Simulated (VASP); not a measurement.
# H4C2O (P2_1/c) in VASP: notebook

H4C2O is run at these levels: PBE+D3(BJ); tasks: single point.

The COD entry that gives the cell may itself be a prediction, so a difference from it is no test against experiment.

Everything below comes from runs of VASP 6.6.1. Logs are shortened: lines on timing, memory, paths and dates and some standing lists are left out, and cuts for length are marked.

## Step 1: The cell of the first run

The structure is monoclinic, space group P2_1/c (No. 14). Conventional cell: a = 4.681 Å, b = 8.356 Å, c = 7.403 Å, α = 90.00°, β = 118.39°, γ = 90.00°. Within 1.5 Å of H (site symmetry 1) lie 1 C at 1.09 Å. Within 1.5 Å of H (site symmetry 1) lie 1 C at 1.09 Å. Within 1.5 Å of H (site symmetry 1) lie 1 C at 1.09 Å. Within 1.5 Å of H (site symmetry 1) lie 1 C at 1.09 Å. Within 1.5 Å of C (site symmetry 1) lie 2 H at 1.09 Å and 1 O at 1.44 Å and 1 C at 1.47 Å. C (site symmetry 1) has 2 H at 1.09 Å and 1 O at 1.44 Å and 1 C at 1.47 Å within 1.5 Å. Within 1.9 Å of O (site symmetry 1) lie 2 C at 1.44 Å.

## Step 2: Single point, PBE+D3(BJ)

File INCAR:

```
PREC     = Accurate       # precision mode
ENCUT    = 520            # plane-wave cutoff, eV
EDIFF    = 1E-6           # SCF threshold, eV
ISMEAR   = 0              # smearing method
SIGMA    = 0.02           # smearing width, eV
LREAL    = Auto         
LASPH    = T              # aspherical terms in the spheres
NELM     = 100            # most SCF steps
ALGO     = Normal         # electronic algorithm
ISIF     = 2              # what is computed and relaxed
LWAVE    = F              # write WAVECAR
LCHARG   = F              # write CHGCAR
GGA      = PE             # functional
IVDW     = 12             # dispersion correction
NBANDS   = 56             # bands
```

File KPOINTS:

```
Automatic mesh
0
Gamma
  6 4 4
```

File POSCAR:

```
H4C2O
1.0
    4.6810385233      0.0000000000     -0.0015089159
    0.0000000000      8.3560706900      0.0000000000
   -3.5173354885      0.0000000000      6.5137573046
H C O
16 8 4
Direct
    0.8388081543      0.6101377854      0.5611138190
    0.1611918457      0.1101377854      0.9388861810
    0.1611918457      0.3898622146      0.4388861810
    0.8388081543      0.8898622146      0.0611138190
    0.9300472981      0.4366668931      0.7363391667
    0.0699527019      0.9366668931      0.7636608333
    0.0699527019      0.5633331069      0.2636608333
    0.9300472981      0.0633331069      0.2363391667
    0.5777250365      0.5552389570      0.8758005635
    0.4222749635      0.0552389570      0.6241994365
    0.4222749635      0.4447610430      0.1241994365
    0.5777250365      0.9447610430      0.3758005635
    0.4789027825      0.7273807992      0.6975663026
    0.5210972175      0.2273807992      0.8024336974
    0.5210972175      0.2726192008      0.3024336974
    0.4789027825      0.7726192008      0.1975663026
    0.8511064154      0.5610677739      0.7013132360
    0.1488935846      0.0610677739      0.7986867640
    0.1488935846      0.4389322261      0.2986867640
    0.8511064154      0.9389322261      0.2013132360
    0.6449016176      0.6297689686      0.7807381385
    0.3550983824      0.1297689686      0.7192618615
    0.3550983824      0.3702310314      0.2192618615
    0.6449016176      0.8702310314      0.2807381385
    0.9859285203      0.6691579257      0.8744090561
    0.0140714797      0.1691579257      0.6255909439
    0.0140714797      0.3308420743      0.1255909439
    0.9859285203      0.8308420743      0.3744090561
```

Potentials or basis: VASP PAW PBE potentials, release 64 (H, C, O).

Run with:

```sh
> cat potpaw_PBE.64/H/POTCAR potpaw_PBE.64/C/POTCAR potpaw_PBE.64/O/POTCAR > POTCAR
> mpirun -np 1 vasp_std > vasp.out
```

OUTCAR:

```text
PREC = Accurate
   ENCUT = 520
   EDIFF = 1E-6
   ISMEAR = 0
   LREAL = Auto
   LASPH = T
   NELM = 100
   ISIF = 2
   GGA = PE
   IVDW = 12
 IVDW          = 12

 ion  position               nearest neighbor table
   1  0.839  0.610  0.561-  17 1.09
   2  0.161  0.110  0.939-  18 1.09
   3  0.161  0.390  0.439-  19 1.09
   4  0.839  0.890  0.061-  20 1.09
   5  0.930  0.437  0.736-  17 1.09
   6  0.070  0.937  0.764-  18 1.09
[... 8 lines left out ...]
  15  0.521  0.273  0.302-  23 1.09
  16  0.479  0.773  0.198-  24 1.09
  17  0.851  0.561  0.701-   1 1.09   5 1.09  25 1.44  21 1.47
  18  0.149  0.061  0.799-   2 1.09   6 1.09  26 1.44  22 1.47
  19  0.149  0.439  0.299-   3 1.09   7 1.09  27 1.44  23 1.47
  20  0.851  0.939  0.201-   4 1.09   8 1.09  28 1.44  24 1.47
  21  0.645  0.630  0.781-   9 1.09  13 1.09  25 1.44  17 1.47
  22  0.355  0.130  0.719-  10 1.09  14 1.09  26 1.44  18 1.47
  23  0.355  0.370  0.219-  11 1.09  15 1.09  27 1.44  19 1.47
  24  0.645  0.870  0.281-  12 1.09  16 1.09  28 1.44  20 1.47
  25  0.986  0.669  0.874-  21 1.44  17 1.44
  26  0.014  0.169  0.626-  22 1.44  18 1.44
  27  0.014  0.331  0.126-  23 1.44  19 1.44
  28  0.986  0.831  0.374-  24 1.44  20 1.44

  LATTYP: Found a simple monoclinic cell.
 ALAT       =     4.6810387665
 B/A-ratio  =     1.7850889742
 C/A-ratio  =     1.4132344056
 COS(beta)  =    -0.1755907262

  Lattice vectors:

 A1 = (   4.6810385233,   0.0000000000,  -0.0015089159)
 A2 = (   0.0000000000,  -8.3560706900,   0.0000000000)
 A3 = (  -1.1637030348,   0.0000000000,  -6.5122483887)

Analysis of symmetry for initial positions (statically):
=====================================================================
 Subroutine PRICEL returns:
 Original cell was already a primitive cell.

 Routine SETGRP: Setting up the symmetry group for a
 simple monoclinic supercell.

 Subroutine GETGRP returns: Found  4 space group operations
 (whereof  2 operations were pure point group operations)
 out of a pool of  4 trial point group operations.

The static configuration has the point symmetry S_2 .
 The point group associated with its full space group is C_2h.

Analysis of symmetry for dynamics (positions and initial velocities):
=====================================================================
 Subroutine PRICEL returns:
 Original cell was already a primitive cell.

 Routine SETGRP: Setting up the symmetry group for a
 simple monoclinic supercell.

 Subroutine GETGRP returns: Found  4 space group operations
 (whereof  2 operations were pure point group operations)
 out of a pool of  4 trial point group operations.

The dynamic configuration has the point symmetry S_2 .
 The point group associated with its full space group is C_2h.

 Subroutine INISYM returns: Found  4 space group operations
 (whereof  2 operations are pure point group operations),
 and found     1 'primitive' translations

----------------------------------------------------------------------------------------

                                     Primitive cell

  volume of cell :     254.7418

  direct lattice vectors                    reciprocal lattice vectors
     4.681038523  0.000000000 -0.001508916     0.213664999  0.000000000  0.115376034
     0.000000000  8.356070690  0.000000000     0.000000000  0.119673473  0.000000000
    -3.517335489  0.000000000  6.513757305     0.000049496  0.000000000  0.153547952

  length of vectors
     4.681038766  8.356070690  7.402748352     0.242825784  0.119673473  0.153547960

  position of ions in fractional coordinates (direct lattice)
     0.838808154  0.610137785  0.561113819
     0.161191846  0.110137785  0.938886181
     0.161191846  0.389862215  0.438886181
     0.838808154  0.889862215  0.061113819
     0.930047298  0.436666893  0.736339167
     0.069952702  0.936666893  0.763660833
[... 20 lines left out ...]
     0.014071480  0.330842074  0.125590944
     0.985928520  0.830842074  0.374409056

  ion indices of the primitive-cell ions
   primitive index   ion index
                 1           1
                 2           2
                 3           3
                 4           4
                 5           5
                 6           6
[... 20 lines left out ...]
                27          27
                28          28

----------------------------------------------------------------------------------------

 KPOINTS: Automatic mesh

Automatic generation of k-mesh.
 Grid dimensions read from file:
 generate k-points for:    6    4    4

 Generating k-lattice:

  Cartesian coordinates                     Fractional coordinates (reciprocal lattice)
     0.035610833  0.000000000  0.019229339     0.166666667  0.000000000  0.000000000
     0.000000000  0.029918368  0.000000000     0.000000000  0.250000000  0.000000000
     0.000012374  0.000000000  0.038386988     0.000000000  0.000000000  0.250000000

  Length of vectors
     0.040470964  0.029918368  0.038386990

  Shift w.r.t. Gamma in fractional coordinates (k-lattice)
     0.000000000  0.000000000  0.000000000

 Subroutine IBZKPT returns following result:
 ===========================================

 Found     42 irreducible k-points:

 Following reciprocal coordinates:
            Coordinates               Weight
  0.000000  0.000000  0.000000      1.000000
  0.166667  0.000000  0.000000      2.000000
  0.333333  0.000000  0.000000      2.000000
  0.500000  0.000000  0.000000      1.000000
  0.000000  0.250000  0.000000      2.000000
  0.166667  0.250000  0.000000      4.000000
[... 16 lines left out ...]
 -0.333333  0.250000  0.250000      4.000000
 -0.166667  0.250000  0.250000      4.000000
 [... further k-points ...]
   k-points           NKPTS =     42   k-points in BZ     NKDIM =     42   number of bands    NBANDS=     56
   number of dos      NEDOS =    301   number of ions     NIONS =     28
   total plane-waves  NPLWV = 129024
   dimension x,y,z NGX =    36 NGY =   64 NGZ =   56
   dimension x,y,z NGXF=    72 NGYF=  128 NGZF=  112
   ions per type =              16   8   4
   NGX,Y,Z   is equivalent  to a cutoff of  12.79, 12.73, 12.58 a.u.
   NGXF,Y,Z  is equivalent  to a cutoff of  25.57, 25.47, 25.15 a.u.
 SYSTEM =  unknown system
   PREC   = accura    normal or accurate (medium, high low for compatibility)
   ISTART =      0    job   : 0-new  1-cont  2-samecut
   ICHARG =      2    charge: 1-file 2-atom 10-const
   ISPIN  =      1    spin polarized calculation?
   LNONCOLLINEAR =      F non collinear calculations
   LSORBIT =      F    spin-orbit coupling
   LASPH  =      T    aspherical Exc in radial PAW
   ENCUT  =  520.0 eV  38.22 Ry    6.18 a.u.   8.70 15.54 13.76*2*pi/ulx,y,z
   NELM   =    100;   NELMIN=  2; NELMDL= -5     # of ELM steps
   EDIFF  = 0.1E-05   stopping-criterion for ELM
   LREAL  =      T    real-space projection
   EDIFFG = 0.1E-04   stopping-criterion for IOM
   NSW    =      0    number of steps for IOM
   IBRION =     -1    ionic relax: 0-MD 1-quasi-New 2-CG
   NFREE  =      0    steps in history (QN), initial steepest desc. (CG)
   ISIF   =      2    stress and relaxation
   ISYM   =      2    0-nonsym 1-usesym 2-fastsym
   POTIM  = 0.5000    time-step for ionic-motion
   TEBEG  =    0.0;   TEEND  =   0.0 temperature during run
   PSTRESS=    0.0 pullay stress
   NELECT =      72.0000    total number of electrons
   NUPDOWN=      -1.0000    fix difference up-down
   EMIN   =  10.00;   EMAX   =-10.00  energy-range for DOS
   EFERMI =   0.00;   METHOD = LEGACY
   ISMEAR =     0;   SIGMA  =   0.02  broadening in eV -4-tet -1-fermi 0-gaus
   EFERMI_NEDOS =   21; number of points for ismear=-14 and -15
   IALGO  =     38    algorithm
   IMIX   =      4    mixing-type and parameters
     AMIX     =   0.40;   BMIX     =  1.00
     AMIX_MAG =   1.60;   BMIX_MAG =  1.00
  volume/ion in A,a.u.               =       9.10        61.40
  Fermi-wavevector in a.u.,A,eV,Ry     =   1.074366  2.030257 15.704690  1.154262
  Thomas-Fermi vector in A             =   2.210192
   LORBIT       =      0    0 simple, 1 ext, 2 COOP (PROOUT), +10 PAW based schemes
   GGA     = PE    functional components
   LHFCALC =     F    Hartree Fock is set to
   AEXX    =    0.0000 exact exchange contribution
   IVDW    =    12    specifies the selected vdW correction
   LEPSILON=     F    determine dielectric tensor
   LRPA    =     F    only Hartree local field effects (RPA)
 non-spin polarized calculation
 Gauss-broadening in eV      SIGMA  =   0.02
  energy-cutoff  :      520.00
  volume of cell :      254.74
 maximum number of plane-waves:      6890
   NGX = 17   NGY = 31   NGZ = 27

 number of electron      71.9999987 magnetization

 Free energy of the ion-electron system (eV)
  ---------------------------------------------------
  ext. energy  EPLUGINS =         0.00000000
  ---------------------------------------------------
  free energy    TOTEN  =      -152.80340123 eV

  energy without entropy =     -152.80340123  energy(sigma->0) =     -152.80340123

 E-fermi :  -1.5906     XC(G=0):  -7.7301

 val. band max:       -1.7391603499   @ k =   0.3333   0.0000   0.5000
 cond. band min:       3.7051638365   @ k =   0.5000   0.0000   0.0000
 fundamental gap:      5.4443241864
 Fermi energy:        -1.5905774380

 k-point     1 :       0.0000    0.0000    0.0000
  band No.  band energies     occupation
      1     -22.6684      2.00000
      2     -22.6206      2.00000
      3     -22.5923      2.00000
      4     -22.5747      2.00000
      5     -12.5950      2.00000
      6     -12.3714      2.00000
[... 40 lines left out ...]
     47       6.9305      0.00000
     48       7.4719      0.00000

 k-point     2 :       0.1667    0.0000    0.0000
  band No.  band energies     occupation
      1     -22.6619      2.00000
      2     -22.6196      2.00000
      3     -22.5888      2.00000
      4     -22.5750      2.00000
      5     -12.5568      2.00000
      6     -12.4771      2.00000
[... 40 lines left out ...]
     47       6.9556      0.00000
     48       7.0128      0.00000

 k-point     3 :       0.3333    0.0000    0.0000
  band No.  band energies     occupation
      1     -22.6487      2.00000
      2     -22.6178      2.00000
      3     -22.5820      2.00000
      4     -22.5755      2.00000
      5     -12.6163      2.00000
      6     -12.4630      2.00000
[... 1060 lines left out ...]
     47       6.6727      0.00000
     48       6.9253      0.00000

 k-point    24 :      -0.1667    0.2500    0.2500
  band No.  band energies     occupation
      1     -22.6555      2.00000
      2     -22.6301      2.00000
      3     -22.5846      2.00000
      4     -22.5753      2.00000
      5     -12.5685      2.00000
      6     -12.4311      2.00000
[... 40 lines left out ...]
     47       6.8691      0.00000
     48       7.0397      0.00000

 [... further k-points ...]

 [bands above 48 left out]

------------------------ aborting loop because EDIFF is reached ----------------------------------------

 Edisp (eV)   -1.38978

 E8    (eV) :    -0.3175

  FORCE on cell =-STRESS in cart. coord.  units (eV):
  Direction    XX          YY          ZZ          XY          YZ          ZX
  --------------------------------------------------------------------------------------
  -------------------------------------------------------------------------------------
  Total       0.80855     0.28968     0.58983     0.00000     0.00000     0.27396
  in kB       5.08533     1.82191     3.70969     0.00000     0.00000     1.72305
  external pressure =        3.54 kB  Pullay stress =        0.00 kB

 VOLUME and BASIS-vectors are now :
 -----------------------------------------------------------------------------
  energy-cutoff  :      520.00
  volume of cell :      254.74
      direct lattice vectors                 reciprocal lattice vectors
     4.681038523  0.000000000 -0.001508916     0.213664999  0.000000000  0.115376034
     0.000000000  8.356070690  0.000000000     0.000000000  0.119673473  0.000000000
    -3.517335489  0.000000000  6.513757305     0.000049496  0.000000000  0.153547952

 POSITION                                       TOTAL-FORCE (eV/Angst)
 -----------------------------------------------------------------------------------
      1.95287      5.09835      3.65369         0.009183      0.003425     -0.017297
     -2.54783      0.92032      6.11543        -0.009183      0.003425      0.017297
     -0.78916      3.25772      2.85855        -0.009183     -0.003425      0.017297
      3.71154      7.43575      0.39681         0.009183     -0.003425     -0.017297
      1.76364      3.64882      4.79493         0.004288     -0.016998     -0.001638
     -2.35860      7.82685      4.97420        -0.004288     -0.016998      0.001638
[... 20 lines left out ...]
     -0.37588      2.76454      0.81805        -0.179590     -0.173920     -0.241158
      3.29825      6.94258      2.43732         0.179590     -0.173920      0.241158
 -----------------------------------------------------------------------------------
    total drift:                                0.000000      0.000000      0.000000

  FREE ENERGIE OF THE ION-ELECTRON SYSTEM (eV)
  ---------------------------------------------------
  free  energy   TOTEN  =      -154.1931827246 eV

  energy  without entropy=     -154.1931827246  energy(sigma->0) =     -154.19318272
```

Run time: 18 min. Hardware: 1 thread of Intel Xeon Platinum 8259CL at 2.50GHz (Skylake/Cascade Lake), shared host; peak memory 0.56 GiB.

What came out:

| Property | Result |
| --- | --- |
| Free energy | -154.1932 eV |
| Pressure | 0.4 GPa |
| Largest force | 0.347 eV/Å |
| Band gap on the k mesh | 5.44 eV, indirect (least direct gap 5.54 eV) |
| Dispersion energy per atom | -0.050 eV |

Forces on the atoms (eV/Å):
```
H    0.009  0.003 -0.017
H   -0.009  0.003  0.017
H   -0.009 -0.003  0.017
H    0.009 -0.003 -0.017
H    0.004 -0.017 -0.002
H   -0.004 -0.017  0.002
H   -0.004  0.017  0.002
H    0.004  0.017 -0.002
H   -0.012 -0.009  0.007
H    0.012 -0.009 -0.007
H    0.012  0.009 -0.007
H   -0.012  0.009  0.007
H   -0.013  0.012 -0.010
H    0.013  0.012  0.010
H    0.013 -0.012  0.010
H   -0.013 -0.012 -0.010
C    0.054 -0.148 -0.159
C   -0.054 -0.148  0.159
C   -0.054  0.148  0.159
C    0.054  0.148 -0.159
C   -0.221 -0.014 -0.055
C    0.221 -0.014  0.055
C    0.221  0.014  0.055
C   -0.221  0.014 -0.055
O    0.180  0.174  0.241
O   -0.180  0.174 -0.241
O   -0.180 -0.174 -0.241
O    0.180 -0.174  0.241
```

A k mesh can miss the band edges.

(Part 1 of 2 ends here.)
